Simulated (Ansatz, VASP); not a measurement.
# InP in VASP and in Ansatz

The input INCAR:

```
  PREC = Accurate
  ENCUT = 520
  EDIFF = 1E-6
  ISMEAR = 0
  SIGMA = 0.15
  LREAL = F
  LASPH = T
  NELM = 60
  ALGO = Normal
  ISIF = 2
  LWAVE = F
  LCHARG = F
  GGA = PE
  NBANDS = 16
```

File KPOINTS:

```
regular mesh
0
Gamma
  14 14 14
```

File POSCAR:

```
InP
1.0
    0.0000000000      2.7701982124      2.7701982124
    2.7056525941      0.0000000000      2.7701982124
    2.7056525941      2.7701982124      0.0000000000
In P
1 1
Direct
    0.0000000000      0.0000000000      0.0000000000
    0.5000000000      0.5000000000      0.5000000000
```

Input for Ansatz:

```yaml
crystal:
  lattice:
    - [0.0, 2.7701982124, 2.7701982124]
    - [2.7056525941, 0.0, 2.7701982124]
    - [2.7056525941, 2.7701982124, 0.0]
  atoms:
    - { symbol: In, position: [0.0, 0.0, 0.0] }
    - { symbol: P, position: [0.5, 0.5, 0.5] }
basis:
  ecutwfc: 420
kpoints:
  mp_grid: { grid: [14, 14, 14] }
hamiltonian:
  xc: pbe
  pseudopotentials: { kind: paw, azcp: { folder: soft_1 } }
scf:
  occupations: { method: gaussian, width: 0.15 }
output:
  forces: true
  stress: true
  eigenvalues: true
```

Change from the starting cell: mode 4 frozen in at +0.000 Å, normal strain along x -0.0233.

Alike in both runs: task single point; functional PBE; k mesh 14 × 14 × 14; occupations gaussian, width 0.15 eV; no spin polarisation.

|  | VASP | Ansatz |
| --- | --- | --- |
| version | VASP 6.6.1 | Ansatz 0.2.0 |
| potentials or method | VASP PAW PBE potentials, release 64 (In_d, P), cutoff 520 eV | scalar-relativistic, plane waves, PAW |
| valence electrons in the cell | 18 | 18 |

Ansatz gave:

* gap on the k mesh at the Fermi level (eV): none
* pressure (GPa): 1.9
* traceless stress, the component that is largest in VASP (GPa): 2.03

Q: Which values does VASP return?

A: gap on the k mesh at the Fermi level (eV): none; pressure (GPa): 1.9; traceless stress, the component that is largest in VASP (GPa): 2.02.

A gap of «none» marks a metal or a gap that the smearing closes.
